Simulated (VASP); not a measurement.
# NiO in VASP: a series of runs

The runs below take NiO through single point, with PBE.

Program: VASP 6.6.1. These are calculated values, not measurements. Logs are shortened: lines on timing, memory, paths and dates and some standing lists are left out, and cuts for length are marked.

## (1) The cell of the first run

It takes space group R-3m (No. 166, trigonal). The conventional cell has a = 2.972 Å, b = 2.972 Å, c = 7.172 Å, α = 90.00°, β = 90.00°, γ = 120.00°. Within 2.8 Å of Ni (site symmetry -3m) lie 6 O at 2.09 Å. O (site symmetry -3m) has 6 Ni at 2.09 Å within 2.8 Å.

## (2) Single point, PBE, collinear spin, ferromagnetic start (equal xy, yz and zx shear strains of -1 %)

Contents of INCAR:

```
SYSTEM = NiO
ALGO = Normal
EDIFF = 1E-6
ENCUT = 520
GGA = PE
ISIF = 2
ISMEAR = -1
ISPIN = 2
LASPH = .True.
LCHARG = .False.
LMAXMIX = 4
LORBIT = 11
LREAL = .False.
LWAVE = .False.
MAGMOM = 1.5 0
NBANDS = 19
NELM = 150
PREC = Accurate
SIGMA = 0.03
```

Contents of KPOINTS:

```
k-points
0
Gamma
  17 17 17
  0 0 0
```

Contents of POSCAR:

```
NiO
1.0
   -0.0209131000      2.0808534500      2.0808534500
    2.0808534500     -0.0209131000      2.0808534500
    2.0808534500      2.0808534500     -0.0209131000
Ni O
1 1
Direct
    0.0000000000      0.0000000000      0.0000000000
    0.5000000000      0.5000000000      0.5000000000
```

Potentials or basis: VASP PAW PBE potentials, release 64 (Ni, O).

Launch:

```sh
$ cat potpaw_PBE.64/Ni/POTCAR potpaw_PBE.64/O/POTCAR > POTCAR
$ mpirun -np 1 vasp_std > vasp.out
```

OUTCAR:

```text
SYSTEM = NiO
   EDIFF = 1E-6
   ENCUT = 520
   GGA = PE
   ISIF = 2
   ISMEAR = -1
   ISPIN = 2
   LASPH = .True.
   LORBIT = 11
   LREAL = .False.
   NELM = 150
   PREC = Accurate

 ion  position               nearest neighbor table
   1  0.000  0.000  0.000-   2 2.09   2 2.09   2 2.09   2 2.09   2 2.09   2 2.09
   2  0.500  0.500  0.500-   1 2.09   1 2.09   1 2.09   1 2.09   1 2.09   1 2.09

  LATTYP: Found a trigonal (rhomboedric) cell.
 ALAT       =     2.9428454799
 COS(alpha) =     0.4899250057

  Lattice vectors:

 A1 = (  -0.0209131000,   2.0808534500,   2.0808534500)
 A2 = (   2.0808534500,  -0.0209131000,   2.0808534500)
 A3 = (   2.0808534500,   2.0808534500,  -0.0209131000)

Analysis of symmetry for initial positions (statically):
=====================================================================
 Subroutine PRICEL returns:
 Original cell was already a primitive cell.

 Routine SETGRP: Setting up the symmetry group for a
 trigonal (rhombohedral) supercell.

 Subroutine GETGRP returns: Found 12 space group operations
 (whereof 12 operations were pure point group operations)
 out of a pool of 12 trial point group operations.

The static configuration has the point symmetry D_3d.

Analysis of symmetry for dynamics (positions and initial velocities):
=====================================================================
 Subroutine PRICEL returns:
 Original cell was already a primitive cell.

 Routine SETGRP: Setting up the symmetry group for a
 trigonal (rhombohedral) supercell.

 Subroutine GETGRP returns: Found 12 space group operations
 (whereof 12 operations were pure point group operations)
 out of a pool of 12 trial point group operations.

The dynamic configuration has the point symmetry D_3d.

Analysis of structural, dynamic, and magnetic symmetry:
=====================================================================
 Subroutine PRICEL returns:
 Original cell was already a primitive cell.

 Routine SETGRP: Setting up the symmetry group for a
 trigonal (rhombohedral) supercell.

 Subroutine GETGRP returns: Found 12 space group operations
 (whereof 12 operations were pure point group operations)
 out of a pool of 12 trial point group operations.

The overall configuration has the point symmetry D_3d.

 Subroutine INISYM returns: Found 12 space group operations
 (whereof 12 operations are pure point group operations),
 and found     1 'primitive' translations

----------------------------------------------------------------------------------------

                                     Primitive cell

  volume of cell :      18.2916

  direct lattice vectors                    reciprocal lattice vectors
[... 106 lines left out ...]
     AMIX     =   0.40;   BMIX     =  1.00
     AMIX_MAG =   1.60;   BMIX_MAG =  1.00
  volume/ion in A,a.u.               =       9.15        61.72
  Fermi-wavevector in a.u.,A,eV,Ry     =   1.565659  2.958667 33.351819  2.451290
  Thomas-Fermi vector in A             =   2.668103
   LORBIT       =     11    0 simple, 1 ext, 2 COOP (PROOUT), +10 PAW based schemes
   GGA     = PE    functional components
   LHFCALC =     F    Hartree Fock is set to
   AEXX    =    0.0000 exact exchange contribution
   IVDW    =     0    specifies the selected vdW correction
   LEPSILON=     F    determine dielectric tensor
   LRPA    =     F    only Hartree local field effects (RPA)
 spin polarized calculation
  energy-cutoff  :      520.00
  volume of cell :       18.29
 maximum number of plane-waves:       531
 NGX is ok and might be reduce to    24
   NGX = 11   NGY = 11   NGZ = 11

 number of electron      16.0000005 magnetization       1.7105598

 Free energy of the ion-electron system (eV)
  ---------------------------------------------------
  ext. energy  EPLUGINS =         0.00000000
  ---------------------------------------------------
  free energy    TOTEN  =       -11.47456742 eV

  energy without entropy =      -11.47107942  energy(sigma->0) =      -11.47282342

 E-fermi :   7.8552     XC(G=0): -12.6550

 val. band max:        7.8548093906   @ k =   0.4118   0.1176   0.0588
 cond. band min:       7.8555013506   @ k =  -0.1765   0.1176  -0.0000
 fundamental gap:      0.0006919600
 Fermi energy:         7.8552182062

 spin component 1

 k-point     1 :       0.0000    0.0000    0.0000
  band No.  band energies     occupation
      1     -12.4970      1.00000
      2       4.7413      1.00000
      3       4.7413      1.00000
      4       4.8190      1.00000
      5       4.8190      1.00000
      6       4.9206      1.00000
[... 517 lines left out ...]
     18      35.5748      0.00000
     19      37.1266      0.00000

 [... further k-points ...]

 spin component 2

 k-point     1 :       0.0000    0.0000    0.0000
  band No.  band energies     occupation
      1     -12.0749      1.00000
      2       5.3046      1.00000
      3       5.3046      1.00000
      4       5.4140      1.00000
      5       5.9830      1.00000
      6       5.9832      1.00000
[... 517 lines left out ...]
     18      36.1296      0.00000
     19      37.7112      0.00000

 [... further k-points ...]
[... 5 lines left out ...]
  --------------------------------------------------------------------------------------
  -------------------------------------------------------------------------------------
  Total        0.4251234      0.4251234      0.4251234      0.0650431      0.0650431      0.0650431
  in kB       37.2368550     37.2368550     37.2368550      5.6971720      5.6971720      5.6971720
  external PRESSURE =      37.2368550 kB  Pullay stress =       0.0000000 kB

 VOLUME and BASIS-vectors are now :
 -----------------------------------------------------------------------------
  energy-cutoff  :      520.00
  volume of cell :       18.29
      direct lattice vectors                 reciprocal lattice vectors
    -0.020913100  2.080853450  2.080853450    -0.236693627  0.239096608  0.239096608
     2.080853450 -0.020913100  2.080853450     0.239096608 -0.236693627  0.239096608
     2.080853450  2.080853450 -0.020913100     0.239096608  0.239096608 -0.236693627

 POSITION                                       TOTAL-FORCE (eV/Angst)
 -----------------------------------------------------------------------------------
      0.00000      0.00000      0.00000         0.000000      0.000000     -0.000000
      2.07040      2.07040      2.07040        -0.000000     -0.000000      0.000000
 -----------------------------------------------------------------------------------
    total drift:                                0.000000     -0.000000     -0.000000

  FREE ENERGIE OF THE ION-ELECTRON SYSTEM (eV)
  ---------------------------------------------------
  free  energy   TOTEN  =       -11.4745674181 eV

  energy  without entropy=      -11.4710794190  energy(sigma->0) =      -11.47282342

 total charge

# of ion       s       p       d       tot
------------------------------------------
    1        0.330   0.401   8.248   8.980
    2        1.557   3.419   0.000   4.976
--------------------------------------------------
tot          1.887   3.820   8.248  13.956

 magnetization (x)

# of ion       s       p       d       tot
------------------------------------------
    1        0.011   0.015   1.385   1.411
    2        0.028   0.230   0.000   0.257
--------------------------------------------------
tot          0.039   0.245   1.385   1.668
```

OSZICAR:

```text
N       E                     dE             d eps       ncg     rms          rms(c)
DAV:   1     0.845360581865E+02    0.84536E+02   -0.70250E+03 39723   0.104E+03
DAV:   2    -0.854017123217E+01   -0.93076E+02   -0.81228E+02 38486   0.236E+02
DAV:   3    -0.136958036118E+02   -0.51556E+01   -0.49245E+01 42668   0.561E+01
DAV:   4    -0.137425553433E+02   -0.46752E-01   -0.46701E-01 41245   0.518E+00
DAV:   5    -0.137432892962E+02   -0.73395E-03   -0.73389E-03 42184   0.646E-01    0.152E+01
DAV:   6    -0.126856925157E+02    0.10576E+01   -0.12562E+01 48546   0.606E+01    0.187E+01
DAV:   7    -0.115037980007E+02    0.11819E+01   -0.42226E+00 47280   0.476E+01    0.623E+00
DAV:   8    -0.114737355626E+02    0.30062E-01   -0.21583E-01 48125   0.728E+00    0.381E+00
DAV:   9    -0.114745580696E+02   -0.82251E-03   -0.32026E-02 56077   0.300E+00    0.101E+00
DAV:  10    -0.114745105410E+02    0.47529E-04   -0.48758E-03 39908   0.642E-01    0.238E-01
DAV:  11    -0.114745583256E+02   -0.47785E-04   -0.16923E-04 46249   0.232E-01    0.108E-01
DAV:  12    -0.114745648770E+02   -0.65513E-05   -0.14457E-04 51693   0.300E-01    0.348E-02
DAV:  13    -0.114745682175E+02   -0.33405E-05   -0.25733E-05 42102   0.541E-02    0.230E-02
DAV:  14    -0.114745670305E+02    0.11869E-05   -0.57858E-06 45095   0.428E-02    0.558E-03
DAV:  15    -0.114745674181E+02   -0.38757E-06   -0.11150E-06 25806   0.106E-02
   1 F= -.11474567E+02 E0= -.11472823E+02  d E =-.348800E-02  mag=     1.7109
```

stdout:

```text
POSCAR found type information on POSCAR NiO
 POSCAR found :  2 types and       2 ions
 scaLAPACK will be used
 LDA part: xc-table for (Slater+PW92), standard interpolation
 POSCAR, INCAR and KPOINTS ok, starting setup
 FFT: planning ... GRIDC
 FFT: planning ... GRID_SOFT
 FFT: planning ... GRID
 WAVECAR not read
 entering main loop
```

It took 2.7 min on 1 thread of Intel Xeon 6975P-C (Granite Rapids), shared host; peak memory 0.37 GiB.

Results:

| Property | Result |
| --- | --- |
| Free energy | -11.4746 eV |
| Pressure | 3.7 GPa |
| Net moment | 1.71 μB per cell |
| Site moments | Ni +1.41; O +0.26 μB |
| Valence electrons inside the program's atomic spheres | Ni 8.98; O 4.98 |

Levels at points of the mesh, in eV from the Fermi level:
Spin up:
```
           k point  band 6  band 7  band 8  band 9  band 10  band 11  band 12  band 13
(0.00, 0.00, 0.00)   -2.93   -2.66   -2.66   -2.61     1.49    17.81    18.73    18.73
```
Spin down:
```
           k point  band 4  band 5  band 6  band 7  band 8  band 9  band 10  band 11
(0.00, 0.00, 0.00)   -2.44   -1.87   -1.87   -1.81   -0.63   -0.63     1.83    17.76
```

Caveat: the cell differs from its parent crystal (equal xy, yz and zx shear strains of -1 %); a cell with one magnetic atom can't hold antiferromagnetic order, which such compounds often take; semilocal functionals often make such compounds metallic where correlation or magnetic order opens a gap, which also shifts bond lengths.

## (3) Single point, PBE, collinear spin, ferromagnetic start (volume scaled by 0.95)

Contents of INCAR:

```
PREC     = Accurate       # precision mode
ENCUT    = 520            # plane-wave cutoff, eV
EDIFF    = 1E-7           # SCF threshold, eV
ISMEAR   = -1             # smearing method
SIGMA    = 0.03           # smearing width, eV
LREAL    = False          # projectors in reciprocal space
LASPH    = True           # aspherical terms in the spheres
NELM     = 150            # most SCF steps
ALGO     = Normal         # electronic algorithm
ISIF     = 2              # what is computed and relaxed
LWAVE    = False          # write WAVECAR
LCHARG   = False          # write CHGCAR
ISPIN    = 2              # spin polarisation
MAGMOM   = 1.5 0          # initial moments
LORBIT   = 11             # projections on sites
LMAXMIX  = 4              # l up to which the mixer works
GGA      = PE             # functional
NBANDS   = 19             # bands
```

Contents of KPOINTS:

```
Automatic mesh
0
Gamma
  17 17 17
```

Contents of POSCAR:

```
NiO
1.0
    0.0000000000      2.0558572188      2.0558572188
    2.0558572188      0.0000000000      2.0558572188
    2.0558572188      2.0558572188      0.0000000000
Ni O
1 1
Direct
    0.0000000000      0.0000000000      0.0000000000
    0.5000000000      0.5000000000      0.5000000000
```

Potentials or basis: VASP PAW PBE potentials, release 64 (Ni, O).

Launch:

```sh
$ cat potpaw_PBE.64/Ni/POTCAR potpaw_PBE.64/O/POTCAR > POTCAR
$ mpirun -np 1 vasp_std > vasp.out
```

It took 44 s on 1 thread of Intel Xeon 6975P-C (Granite Rapids), shared host; peak memory 0.21 GiB.

Results (log left out):

```yaml
Free_energy: -11.4242 eV
Pressure: 14.1 GPa
Net_moment: 1.54 μB per cell
Site_moments: Ni +1.28; O +0.22 μB
Valence_electrons_inside_the_program's_atomic_spheres: Ni 9.09; O 5.00
```

Levels at points of the mesh, in eV from the Fermi level:
Spin up:
| k point | band 5 | band 6 | band 7 | band 8 | band 9 | band 10 | band 11 | band 12 | band 13 | band 14 |
| --- | --- | --- | --- | --- | --- | --- | --- | --- | --- | --- |
| (0.00, 0.00, 0.00) | -3.07 | -3.07 | -2.71 | -2.71 | -2.71 | 1.76 | 17.94 | 19.25 | 19.25 | 19.25 |
Spin down:
| k point | band 4 | band 5 | band 6 | band 7 | band 8 | band 9 | band 10 | band 11 |
| --- | --- | --- | --- | --- | --- | --- | --- | --- |
| (0.00, 0.00, 0.00) | -2.85 | -1.99 | -1.99 | -1.99 | -0.82 | -0.82 | 2.07 | 17.90 |

Caveat: a cell with one magnetic atom can't hold antiferromagnetic order, which such compounds often take; semilocal functionals often make such compounds metallic where correlation or magnetic order opens a gap, which also shifts bond lengths.

## (4) Single point, PBE, collinear spin, ferromagnetic start (volume scaled by 0.975)

Contents of INCAR:

```
SYSTEM = NiO
PREC = Accurate ; ENCUT = 520
EDIFF = 1E-6 ; ISMEAR = -1
SIGMA = 0.03 ; LREAL = .False.
LASPH = .True. ; NELM = 150
ALGO = Normal ; ISIF = 2
LWAVE = .False. ; LCHARG = .True.
ISPIN = 2 ; MAGMOM = 1.5 0
LORBIT = 11 ; LMAXMIX = 4
GGA = PE ; LELF = .True.
LVHAR = .True. ; NBANDS = 19
```

Contents of KPOINTS:

```
regular mesh
0
Gamma
  17 17 17
  0 0 0
```

Contents of POSCAR:

```
NiO
1.0
    0.0000000000      2.0737351355      2.0737351355
    2.0737351355      0.0000000000      2.0737351355
    2.0737351355      2.0737351355      0.0000000000
Ni O
1 1
Direct
    0.0000000000      0.0000000000      0.0000000000
    0.5000000000      0.5000000000      0.5000000000
```

Launch:

```sh
$ cat potpaw_PBE.64/Ni/POTCAR potpaw_PBE.64/O/POTCAR > POTCAR
$ mpirun -np 1 vasp_std > vasp.out
```

It took 41 s on 1 thread of Intel Xeon 6975P-C (Granite Rapids), shared host; peak memory 0.22 GiB.

The run converged. Its results:

| Property | Result |
| --- | --- |
| Free energy | -11.4573 eV |
| Pressure | 8.8 GPa |
| Net moment | 1.64 μB per cell |
| Site moments | Ni +1.36; O +0.24 μB |
| Valence electrons inside the program's atomic spheres | Ni 9.03; O 4.99 |

Levels at points of the mesh, in eV from the Fermi level:
Spin up:
| k point | band 7 | band 8 | band 9 | band 10 | band 11 | band 12 |
| --- | --- | --- | --- | --- | --- | --- |
| (0.00, 0.00, 0.00) | -2.69 | -2.69 | -2.69 | 1.62 | 17.88 | 19.05 |
Spin down:
| k point | band 4 | band 5 | band 6 | band 7 | band 8 | band 9 | band 10 | band 11 |
| --- | --- | --- | --- | --- | --- | --- | --- | --- |
| (0.00, 0.00, 0.00) | -2.67 | -1.92 | -1.92 | -1.92 | -0.72 | -0.72 | 1.94 | 17.82 |

Caveat: a cell with one magnetic atom can't hold antiferromagnetic order, which such compounds often take; semilocal functionals often make such compounds metallic where correlation or magnetic order opens a gap, which also shifts bond lengths.

## (5) Single point, PBE, collinear spin, ferromagnetic start (volume scaled by 1.05)

Contents of INCAR:

```
SYSTEM = NiO
PREC = Accurate
ENCUT = 520
EDIFF = 1E-7
ISMEAR = -1
SIGMA = 0.03
LREAL = .False.
LASPH = .True.
NELM = 150
ALGO = Normal
ISIF = 2
LWAVE = .False.
LCHARG = .False.
ISPIN = 2
MAGMOM = 1.5 0
LORBIT = 11
LMAXMIX = 4
GGA = PE
NBANDS = 19
```

KPOINTS is that of step 4.

Contents of POSCAR:

```
NiO
1.0
    0.0000000000      2.1255998650      2.1255998650
    2.1255998650      0.0000000000      2.1255998650
    2.1255998650      2.1255998650      0.0000000000
Ni O
1 1
Direct
    0.0000000000      0.0000000000      0.0000000000
    0.5000000000      0.5000000000      0.5000000000
```

Potentials or basis: VASP PAW PBE potentials, release 64 (Ni, O).

Launch:

```sh
$ cat potpaw_PBE.64/Ni/POTCAR potpaw_PBE.64/O/POTCAR > POTCAR
$ mpirun -np 1 vasp_std > vasp.out
```

OUTCAR:

```text
SYSTEM = NiO
   PREC = Accurate
   ENCUT = 520
   EDIFF = 1E-7
   ISMEAR = -1
   LREAL = .False.
   LASPH = .True.
   NELM = 150
   ISIF = 2
   ISPIN = 2
   LORBIT = 11
   GGA = PE

 ion  position               nearest neighbor table
   1  0.000  0.000  0.000-   2 2.13   2 2.13   2 2.13   2 2.13   2 2.13   2 2.13
   2  0.500  0.500  0.500-   1 2.13   1 2.13   1 2.13   1 2.13   1 2.13   1 2.13

  LATTYP: Found a face centered cubic cell.
 ALAT       =     4.2511997300

  Lattice vectors:

 A1 = (   0.0000000000,   2.1255998650,   2.1255998650)
 A2 = (   2.1255998650,   0.0000000000,   2.1255998650)
 A3 = (   2.1255998650,   2.1255998650,   0.0000000000)
[... 1268 lines left out ...]

 VOLUME and BASIS-vectors are now :
 -----------------------------------------------------------------------------
  energy-cutoff  :      520.00
  volume of cell :       19.21
      direct lattice vectors                 reciprocal lattice vectors
     0.000000000  2.125599865  2.125599865    -0.235227715  0.235227715  0.235227715
     2.125599865  0.000000000  2.125599865     0.235227715 -0.235227715  0.235227715
     2.125599865  2.125599865  0.000000000     0.235227715  0.235227715 -0.235227715

 POSITION                                       TOTAL-FORCE (eV/Angst)
 -----------------------------------------------------------------------------------
      0.00000      0.00000      0.00000         0.000000     -0.000000     -0.000000
      2.12560      2.12560      2.12560        -0.000000      0.000000      0.000000
 -----------------------------------------------------------------------------------
    total drift:                                0.000000     -0.000000     -0.000000

  FREE ENERGIE OF THE ION-ELECTRON SYSTEM (eV)
  ---------------------------------------------------
  free  energy   TOTEN  =       -11.4743129765 eV

  energy  without entropy=      -11.4708920163  energy(sigma->0) =      -11.47260250

 total charge

# of ion       s       p       d       tot
------------------------------------------
    1        0.316   0.366   8.207   8.889
    2        1.556   3.399   0.000   4.956
--------------------------------------------------
tot          1.872   3.766   8.207  13.845

 magnetization (x)

# of ion       s       p       d       tot
------------------------------------------
    1        0.011   0.014   1.473   1.498
    2        0.027   0.259   0.000   0.286
--------------------------------------------------
tot          0.038   0.273   1.473   1.783
```

It took 47 s on 1 thread of Intel Xeon 6975P-C (Granite Rapids), shared host; peak memory 0.21 GiB.

What came out:

| Property | Result |
| --- | --- |
| Free energy | -11.4743 eV |
| Pressure | -4.3 GPa |
| Net moment | 1.83 μB per cell |
| Site moments | Ni +1.50; O +0.29 μB |
| Valence electrons inside the program's atomic spheres | Ni 8.89; O 4.96 |

Levels at points of the mesh, in eV from the Fermi level:
Spin up:
```
           k point  band 5  band 6  band 7  band 8  band 9  band 10  band 11  band 12  band 13  band 14
(0.00, 0.00, 0.00)   -2.74   -2.74   -2.55   -2.55   -2.55     1.29    17.72    18.55    18.55    18.55
```
Spin down:
| k point | band 4 | band 5 | band 6 | band 7 | band 8 | band 9 | band 10 | band 11 |
| --- | --- | --- | --- | --- | --- | --- | --- | --- |
| (0.00, 0.00, 0.00) | -2.20 | -1.71 | -1.71 | -1.71 | -0.46 | -0.46 | 1.64 | 17.65 |

Caveat: a cell with one magnetic atom can't hold antiferromagnetic order, which such compounds often take; semilocal functionals often make such compounds metallic where correlation or magnetic order opens a gap, which also shifts bond lengths.

## (6) The runs side by side

| cell | gap on the mesh (eV) | pressure (GPa) | moment (μB) |
| --- | --- | --- | --- |
| a = 2.943 Å, angles 60.7°, 2 atoms | none | 3.7 | 1.71 |
| a = 2.907 Å, angles 60.0°, 2 atoms | none | 14.1 | 1.54 |
| a = 2.933 Å, angles 60.0°, 2 atoms | none | 8.8 | 1.64 |
| a = 3.006 Å, angles 60.0°, 2 atoms | none | -4.3 | 1.83 |

Alike in all rows: task single point; level PBE; potentials or basis VASP PAW PBE potentials, release 64 (Ni, O); spin collinear, ferromagnetic start; k mesh 17 × 17 × 17; cutoff (eV) 520; smearing fermi-dirac 0.03 eV.

Caveats: a cell with one magnetic atom can't hold antiferromagnetic order, which such compounds often take; semilocal functionals often make such compounds metallic where correlation or magnetic order opens a gap, which also shifts bond lengths.

Absolute energies hang on the potentials; compare differences alone.
